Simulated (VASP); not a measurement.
## C: single point with r2SCAN

The system is C.

```
CELL_PARAMETERS angstrom
1.76234 1.76234 0.00000
-1.76234 1.76234 0.00000
0.00000 1.76234 1.78403
ATOMIC_POSITIONS crystal
C 0.50000 0.50000 0.00000
C 0.75000 0.25000 0.50000
```

This cell differs from its parent crystal: in-plane strain -0.01, then relaxed in part.

| Property | Result |
| --- | --- |
| Program | VASP 6.6.1 |
| Task | single point |
| Functional | r2SCAN |
| Potentials or basis | VASP PAW PBE potentials, release 64 (C) |
| Cutoff | 520 eV |
| k mesh | 12 × 12 × 12 |
| Occupations | gaussian, width 0.01 eV |
| Spin | no spin polarisation |
| Dipole correction | no |
| Further INCAR settings | ALGO = Normal; EDIFF = 1e-06; NBANDS = 11 |

```json
{
 "Pressure": "9.5 GPa",
 "Band gap on the k mesh": "4.23 eV (least direct gap 5.78 eV)"
}
```

Stress tensor (GPa, compression positive):
```
13.72  0.00  0.00
 0.00 13.72  0.00
 0.00  0.00  1.21
```

Levels at points of the mesh, in eV from the valence-band top:
```
           k point  band 1  band 2  band 3  band 4  band 5  band 6  band 7  band 8
(0.00, 0.00, 0.00)  -23.09   -0.20    0.00    0.00    5.78    5.78    5.95   14.31
(0.50, 0.00, 0.00)  -17.00  -14.38   -3.23   -2.99    8.76    8.96    9.49   16.86
(0.50, 0.50, 0.00)  -13.76  -13.76   -6.94   -6.94    4.88    4.88   18.20   18.20
(0.00, 0.00, 0.50)  -13.96  -13.96   -6.74   -6.74    5.19    5.19   18.13   18.13
```

Wall time 71 s on 1 thread of Intel Xeon 8259CL, on a shared host, peak memory 0.13 GiB.

Caveat: the cell differs from its parent crystal (in-plane strain -0.01, then relaxed in part); the cell stands under pressure; the PAW data sets were made with another functional, which shifts forces and pressure a little. A k mesh can miss the band edges.
